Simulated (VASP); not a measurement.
A run of VASP 6.6.1 is set up as follows.

The input INCAR:

```
SYSTEM = Rh
PREC = Accurate
ENCUT = 520
EDIFF = 1E-7
ISMEAR = -1
SIGMA = 0.05
LREAL = .False.
LASPH = .True.
NELM = 100
ALGO = Normal
ISIF = 2
LWAVE = .False.
LCHARG = .False.
NBANDS = 38
```

The input KPOINTS:

```
regular mesh
0
Gamma
  10 10 3
  0 0 0
```

File POSCAR:

```
Rh
1.0
    2.6917446200      0.0000000000      0.0000000000
   -1.3458723100      2.3311192200      0.0000000000
    0.0000000000      0.0000000000      8.7980701300
Rh
4
Direct
    0.0000000000      0.0000000000      0.0000000000
    0.3333333333      0.6666666667      0.2500000000
    0.0000000000      0.0000000000      0.5000000000
    0.6666666667      0.3333333333      0.7500000000
```

Potentials or basis: VASP PAW LDA potentials, release 64 (Rh_pv).

The run is started by

```bash
$ cat potpaw_LDA.64/Rh_pv/POTCAR > POTCAR
$ mpirun -np 1 vasp_std > vasp.out
```

Q: What does it give for the pressure?

A: -11.0 GPa.

Q: Predict the band gap on the k mesh.

A: Zero (band 30 reaches 12.49 eV, above the bottom of band 31 at 10.64 eV).

Stress tensor (GPa, compression positive):
```
-11.17   0.00   0.00
  0.00 -11.17   0.00
  0.00   0.00 -10.64
```
